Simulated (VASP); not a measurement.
# Lu (Pm-3m) in VASP: a series of runs

Runs on Lu. Level: PBEsol. Tasks: single point.

All numbers are computed with VASP 6.6.1; they aren't measurements. Logs are shortened: lines on timing, memory, paths and dates and some standing lists are left out, and cuts for length are marked.

## 1. The cell of the first run

Symmetry: Pm-3m, No. 221, cubic system. The conventional cell has a = 2.706 Å, b = 2.706 Å, c = 2.706 Å, α = 90.00°, β = 90.00°, γ = 90.00°. Within 3.6 Å of Lu (site symmetry m-3m) lie 6 Lu at 2.71 Å.

## 2. Single point, PBEsol

Input file INCAR:

```
ALGO = Normal ; EDIFF = 1E-6
ENCUT = 520 ; GGA = PS
ISIF = 2 ; ISMEAR = 0
LASPH = True ; LCHARG = False
LREAL = False ; LWAVE = False
NBANDS = 18 ; NELM = 80
PREC = Accurate ; SIGMA = 0.05
```

Input file KPOINTS:

```
k-points
0
Gamma
  6 6 6
```

Input file POSCAR:

```
Lu
1.0
    2.7060110346      0.0000000000      0.0000000000
    0.0000000000      2.7060110346      0.0000000000
    0.0000000000      0.0000000000      2.7060110346
Lu
1
Direct
    0.0000000000      0.0000000000      0.0000000000
```

Potentials or basis: VASP PAW PBE potentials, release 64 (Lu).

Launch:

```bash
> cat potpaw_PBE.64/Lu/POTCAR > POTCAR
> mpirun -np 1 vasp_std > vasp.out
```

OUTCAR:

```text
EDIFF = 1E-6
   ENCUT = 520
   GGA = PS
   ISIF = 2
   ISMEAR = 0
   LASPH = True
   LREAL = False
   NELM = 80
   PREC = Accurate

 ion  position               nearest neighbor table
   1  0.000  0.000  0.000-

  LATTYP: Found a simple cubic cell.
 ALAT       =     2.7060110346

  Lattice vectors:

 A1 = (   2.7060110346,   0.0000000000,   0.0000000000)
 A2 = (   0.0000000000,   2.7060110346,   0.0000000000)
 A3 = (   0.0000000000,   0.0000000000,   2.7060110346)

Analysis of symmetry for initial positions (statically):
=====================================================================
 Subroutine PRICEL returns:
 Original cell was already a primitive cell.

 Routine SETGRP: Setting up the symmetry group for a
 simple cubic supercell.

 Subroutine GETGRP returns: Found 48 space group operations
 (whereof 48 operations were pure point group operations)
 out of a pool of 48 trial point group operations.

The static configuration has the point symmetry O_h .

Analysis of symmetry for dynamics (positions and initial velocities):
=====================================================================
 Subroutine PRICEL returns:
 Original cell was already a primitive cell.

 Routine SETGRP: Setting up the symmetry group for a
 simple cubic supercell.

 Subroutine GETGRP returns: Found 48 space group operations
 (whereof 48 operations were pure point group operations)
 out of a pool of 48 trial point group operations.

The dynamic configuration has the point symmetry O_h .

 Subroutine INISYM returns: Found 48 space group operations
 (whereof 48 operations are pure point group operations),
 and found     1 'primitive' translations

----------------------------------------------------------------------------------------

                                     Primitive cell

  volume of cell :      19.8148

  direct lattice vectors                    reciprocal lattice vectors
     2.706011035  0.000000000  0.000000000     0.369547643  0.000000000  0.000000000
     0.000000000  2.706011035  0.000000000     0.000000000  0.369547643  0.000000000
     0.000000000  0.000000000  2.706011035     0.000000000  0.000000000  0.369547643

  length of vectors
     2.706011035  2.706011035  2.706011035     0.369547643  0.369547643  0.369547643

  position of ions in fractional coordinates (direct lattice)
     0.000000000  0.000000000  0.000000000

  ion indices of the primitive-cell ions
   primitive index   ion index
                 1           1

----------------------------------------------------------------------------------------

 KPOINTS: k-points

Automatic generation of k-mesh.
 Grid dimensions read from file:
 generate k-points for:    6    6    6

 Generating k-lattice:

  Cartesian coordinates                     Fractional coordinates (reciprocal lattice)
     0.061591274  0.000000000  0.000000000     0.166666667  0.000000000  0.000000000
     0.000000000  0.061591274  0.000000000     0.000000000  0.166666667  0.000000000
     0.000000000  0.000000000  0.061591274     0.000000000  0.000000000  0.166666667

  Length of vectors
     0.061591274  0.061591274  0.061591274

  Shift w.r.t. Gamma in fractional coordinates (k-lattice)
     0.000000000  0.000000000  0.000000000

 Subroutine IBZKPT returns following result:
 ===========================================

 Found     20 irreducible k-points:

 Following reciprocal coordinates:
            Coordinates               Weight
  0.000000  0.000000  0.000000      1.000000
  0.166667  0.000000  0.000000      6.000000
  0.333333  0.000000  0.000000      6.000000
  0.500000  0.000000  0.000000      3.000000
  0.166667  0.166667  0.000000     12.000000
  0.333333  0.166667  0.000000     24.000000
[... 12 lines left out ...]
  0.500000  0.500000  0.333333      6.000000
  0.500000  0.500000  0.500000      1.000000
   k-points           NKPTS =     20   k-points in BZ     NKDIM =     20   number of bands    NBANDS=     18
   number of dos      NEDOS =    301   number of ions     NIONS =      1
   total plane-waves  NPLWV =   8000
   dimension x,y,z NGX =    20 NGY =   20 NGZ =   20
   dimension x,y,z NGXF=    40 NGYF=   40 NGZF=   40
   ions per type =               1
   NGX,Y,Z   is equivalent  to a cutoff of  12.29, 12.29, 12.29 a.u.
   NGXF,Y,Z  is equivalent  to a cutoff of  24.57, 24.57, 24.57 a.u.
 SYSTEM =  unknown system
   PREC   = accura    normal or accurate (medium, high low for compatibility)
   ISTART =      0    job   : 0-new  1-cont  2-samecut
   ICHARG =      2    charge: 1-file 2-atom 10-const
   ISPIN  =      1    spin polarized calculation?
   LNONCOLLINEAR =      F non collinear calculations
   LSORBIT =      F    spin-orbit coupling
   LASPH  =      T    aspherical Exc in radial PAW
   ENCUT  =  520.0 eV  38.22 Ry    6.18 a.u.   5.03  5.03  5.03*2*pi/ulx,y,z
   NELM   =     80;   NELMIN=  2; NELMDL= -5     # of ELM steps
   EDIFF  = 0.1E-05   stopping-criterion for ELM
   LREAL  =      F    real-space projection
   EDIFFG = 0.1E-04   stopping-criterion for IOM
   NSW    =      0    number of steps for IOM
   IBRION =     -1    ionic relax: 0-MD 1-quasi-New 2-CG
   NFREE  =      0    steps in history (QN), initial steepest desc. (CG)
   ISIF   =      2    stress and relaxation
   ISYM   =      2    0-nonsym 1-usesym 2-fastsym
   POTIM  = 0.5000    time-step for ionic-motion
   TEBEG  =    0.0;   TEEND  =   0.0 temperature during run
   PSTRESS=    0.0 pullay stress
   NELECT =      25.0000    total number of electrons
   NUPDOWN=      -1.0000    fix difference up-down
   EMIN   =  10.00;   EMAX   =-10.00  energy-range for DOS
   EFERMI =   0.00;   METHOD = LEGACY
   ISMEAR =     0;   SIGMA  =   0.05  broadening in eV -4-tet -1-fermi 0-gaus
   EFERMI_NEDOS =   21; number of points for ismear=-14 and -15
   IALGO  =     38    algorithm
   IMIX   =      4    mixing-type and parameters
     AMIX     =   0.40;   BMIX     =  1.00
     AMIX_MAG =   1.60;   BMIX_MAG =  1.00
  volume/ion in A,a.u.               =      19.81       133.72
  Fermi-wavevector in a.u.,A,eV,Ry     =   1.768990  3.342906 42.577039  3.129324
  Thomas-Fermi vector in A             =   2.836067
   LORBIT       =      0    0 simple, 1 ext, 2 COOP (PROOUT), +10 PAW based schemes
   GGA     = PS    functional components
   LHFCALC =     F    Hartree Fock is set to
   AEXX    =    0.0000 exact exchange contribution
   IVDW    =     0    specifies the selected vdW correction
   LEPSILON=     F    determine dielectric tensor
   LRPA    =     F    only Hartree local field effects (RPA)
 non-spin polarized calculation
 Gauss-broadening in eV      SIGMA  =   0.05
  energy-cutoff  :      520.00
  volume of cell :       19.81
 maximum number of plane-waves:       554
   NGX = 11   NGY = 11   NGZ = 11

 number of electron      25.0000031 magnetization

 Free energy of the ion-electron system (eV)
  ---------------------------------------------------
  ext. energy  EPLUGINS =         0.00000000
  ---------------------------------------------------
  free energy    TOTEN  =        -3.41129899 eV

  energy without entropy =       -3.41091878  energy(sigma->0) =       -3.41110889

 E-fermi :   3.6160     XC(G=0): -12.7895

 val. band max:        3.6013488895   @ k =   0.5000   0.0000   0.0000
 cond. band min:       3.7280753891   @ k =   0.3333   0.1667   0.0000
 fundamental gap:      0.1267264996
 Fermi energy:         3.6159873260

 k-point     1 :       0.0000    0.0000    0.0000
  band No.  band energies     occupation
      1     -52.5150      2.00000
      2     -22.1640      2.00000
      3     -22.1640      2.00000
      4     -22.1640      2.00000
      5      -2.9552      2.00000
      6      -1.3203      2.00000
[... 10 lines left out ...]
     17      13.3449      0.00000
     18      19.2213      0.00000

 k-point     2 :       0.1667    0.0000    0.0000
  band No.  band energies     occupation
      1     -52.4654      2.00000
      2     -22.7929      2.00000
      3     -22.1095      2.00000
      4     -22.1095      2.00000
      5      -2.0443      2.00000
      6      -1.3587      2.00000
[... 10 lines left out ...]
     17      13.4940      0.00000
     18      16.3418      0.00000

 k-point     3 :       0.3333    0.0000    0.0000
  band No.  band energies     occupation
      1     -52.3650      2.00000
      2     -23.9068      2.00000
      3     -21.9986      2.00000
      4     -21.9986      2.00000
      5      -1.4723      2.00000
      6      -1.4254      2.00000
[... 10 lines left out ...]
     17      13.8069      0.00000
     18      15.1354      0.00000

 k-point     4 :       0.5000    0.0000    0.0000
  band No.  band energies     occupation
      1     -52.3141      2.00000
      2     -24.4091      2.00000
      3     -21.9423      2.00000
      4     -21.9423      2.00000
      5      -1.5163      2.00000
      6      -1.4547      2.00000
[... 10 lines left out ...]
     17      13.9715      0.00000
     18      17.5546      0.00000

 k-point     5 :       0.1667    0.1667    0.0000
  band No.  band energies     occupation
      1     -52.4163      2.00000
      2     -22.7663      2.00000
      3     -22.6879      2.00000
      4     -22.0558      2.00000
      5      -1.3603      2.00000
      6      -1.3284      2.00000
[... 10 lines left out ...]
     17      12.0531      0.00000
     18      18.0434      0.00000

 k-point     6 :       0.3333    0.1667    0.0000
  band No.  band energies     occupation
      1     -52.3167      2.00000
      2     -23.8260      2.00000
      3     -22.5920      2.00000
      4     -21.9467      2.00000
      5      -1.4506      2.00000
      6      -1.4004      2.00000
[... 223 lines left out ...]
 k-point    17 :       0.3333    0.3333    0.3333
  band No.  band energies     occupation
      1     -52.0765      2.00000
      2     -23.4827      2.00000
      3     -23.3991      2.00000
      4     -23.3991      2.00000
      5      -1.3771      2.00000
      6      -1.3213      2.00000
[... 10 lines left out ...]
     17      11.3057      0.00000
     18      15.2667      0.00000

 k-point    18 :       0.5000    0.3333    0.3333
  band No.  band energies     occupation
      1     -52.0282      2.00000
      2     -23.8931      2.00000
      3     -23.3737      2.00000
      4     -23.3218      2.00000
      5      -1.4013      2.00000
      6      -1.3293      2.00000
[... 10 lines left out ...]
     17      13.8254      0.00000
     18      16.1405      0.00000

 k-point    19 :       0.5000    0.5000    0.3333
  band No.  band energies     occupation
      1     -51.9803      2.00000
      2     -23.8077      2.00000
      3     -23.8077      2.00000
      4     -23.2711      2.00000
      5      -1.3893      2.00000
      6      -1.3449      2.00000
[... 10 lines left out ...]
     17      17.0586      0.00000
     18      17.0586      0.00000

 k-point    20 :       0.5000    0.5000    0.5000
  band No.  band energies     occupation
      1     -51.9328      2.00000
      2     -23.7252      2.00000
      3     -23.7252      2.00000
      4     -23.7252      2.00000
      5      -1.4130      2.00000
      6      -1.3059      2.00000
[... 10 lines left out ...]
     17      17.1531      0.00000
     18      18.1713      0.00000

------------------------ aborting loop because EDIFF is reached ----------------------------------------

  FORCE on cell =-STRESS in cart. coord.  units (eV):
  Direction    XX          YY          ZZ          XY          YZ          ZX
  --------------------------------------------------------------------------------------
  -------------------------------------------------------------------------------------
  Total        3.8098235      3.8098235      3.8098235     -0.0000000     -0.0000000     -0.0000000
  in kB      308.0539276    308.0539276    308.0539276     -0.0000000     -0.0000000     -0.0000000
  external PRESSURE =     308.0539276 kB  Pullay stress =       0.0000000 kB

 VOLUME and BASIS-vectors are now :
 -----------------------------------------------------------------------------
  energy-cutoff  :      520.00
  volume of cell :       19.81
      direct lattice vectors                 reciprocal lattice vectors
     2.706011035  0.000000000  0.000000000     0.369547643  0.000000000  0.000000000
     0.000000000  2.706011035  0.000000000     0.000000000  0.369547643  0.000000000
     0.000000000  0.000000000  2.706011035     0.000000000  0.000000000  0.369547643

 POSITION                                       TOTAL-FORCE (eV/Angst)
 -----------------------------------------------------------------------------------
      0.00000      0.00000      0.00000         0.000000      0.000000      0.000000
 -----------------------------------------------------------------------------------
    total drift:                                0.000000      0.000000      0.000000

  FREE ENERGIE OF THE ION-ELECTRON SYSTEM (eV)
  ---------------------------------------------------
  free  energy   TOTEN  =        -3.4112989883 eV

  energy  without entropy=       -3.4109187822  energy(sigma->0) =       -3.41110889
```

Run time: 7.4 s. Hardware: 1 thread of Intel Xeon Platinum 8259CL at 2.50GHz (Skylake/Cascade Lake), shared host; peak memory 0.13 GiB.

What came out:

- Free energy: -3.4113 eV
- Pressure: 30.8 GPa

Levels at points of the mesh, in eV from the Fermi level:
| k point | band 10 | band 11 | band 12 | band 13 | band 14 | band 15 | band 16 | band 17 |
| --- | --- | --- | --- | --- | --- | --- | --- | --- |
| (0.00, 0.00, 0.00) | -4.84 | -4.84 | -4.75 | -1.33 | -1.33 | 9.73 | 9.73 | 9.73 |
| (0.50, 0.00, 0.00) | -4.69 | -4.69 | -2.53 | -0.01 | 1.03 | 4.47 | 4.47 | 10.36 |
| (0.50, 0.50, 0.00) | -4.72 | -4.68 | -3.78 | 0.39 | 5.64 | 5.64 | 6.76 | 6.76 |
| (0.50, 0.50, 0.50) | -4.75 | -4.75 | -1.60 | -1.60 | -1.60 | 6.93 | 13.54 | 13.54 |

Caveat: the k points lie up to 0.39 Å⁻¹ apart; the PAW data sets were made with another functional, which shifts forces and pressure a little; spin-orbit coupling is left out, which moves the levels of the heavy elements.

## 3. Single point, PBEsol

This run uses another cell than the first one, of 21.46 Å³/atom, 1.083 times its volume.

Input file INCAR:

```
SYSTEM = Lu
  PREC = Accurate
  ENCUT = 520
  EDIFF = 1E-6
  ISMEAR = 0
  SIGMA = 0.05
  LREAL = .FALSE.
  LASPH = .TRUE.
  NELM = 100
  ALGO = Normal
  ISIF = 2
  LWAVE = .FALSE.
  LCHARG = .FALSE.
  GGA = PS
  NBANDS = 18
```

Input file KPOINTS:

```
regular mesh
0
G
  6 6 6
  0 0 0
```

Input file POSCAR:

```
Lu
1.0
    2.7789176801      0.0000000000      0.0000000000
    0.0000000000      2.7789176801      0.0000000000
    0.0000000000      0.0000000000      2.7789176801
Lu
1
Direct
    0.0000000000      0.0000000000      0.0000000000
```

Potentials or basis: VASP PAW PBE potentials, release 64 (Lu).

Launch:

```bash
> cat potpaw_PBE.64/Lu/POTCAR > POTCAR
> mpirun -np 1 vasp_std > vasp.out
```

It took 8.1 s on 1 thread of Intel Xeon Platinum 8259CL at 2.50GHz (Skylake/Cascade Lake), shared host; peak memory 0.15 GiB.

Results (log left out):

| Quantity | Value |
| --- | --- |
| Free energy | -3.6749 eV |
| Pressure | 20.7 GPa |

Levels at points of the mesh, in eV from the Fermi level:
| k point | band 9 | band 10 | band 11 | band 12 | band 13 | band 14 | band 15 | band 16 | band 17 | band 18 |
| --- | --- | --- | --- | --- | --- | --- | --- | --- | --- | --- |
| (0.00, 0.00, 0.00) | -4.93 | -4.93 | -4.93 | -4.85 | -1.20 | -1.20 | 8.98 | 8.98 | 8.98 | 14.59 |
| (0.50, 0.00, 0.00) | -4.89 | -4.81 | -4.81 | -2.67 | 0.02 | 0.63 | 4.20 | 4.20 | 9.54 | 12.91 |
| (0.50, 0.50, 0.00) | -4.94 | -4.83 | -4.79 | -3.43 | 0.21 | 5.27 | 5.27 | 5.98 | 5.98 | 12.02 |
| (0.50, 0.50, 0.50) | -4.85 | -4.85 | -4.85 | -1.41 | -1.41 | -1.41 | 6.75 | 12.41 | 12.41 | 13.04 |

Caveat: the k points lie up to 0.38 Å⁻¹ apart; the PAW data sets were made with another functional, which shifts forces and pressure a little; spin-orbit coupling is left out, which moves the levels of the heavy elements.
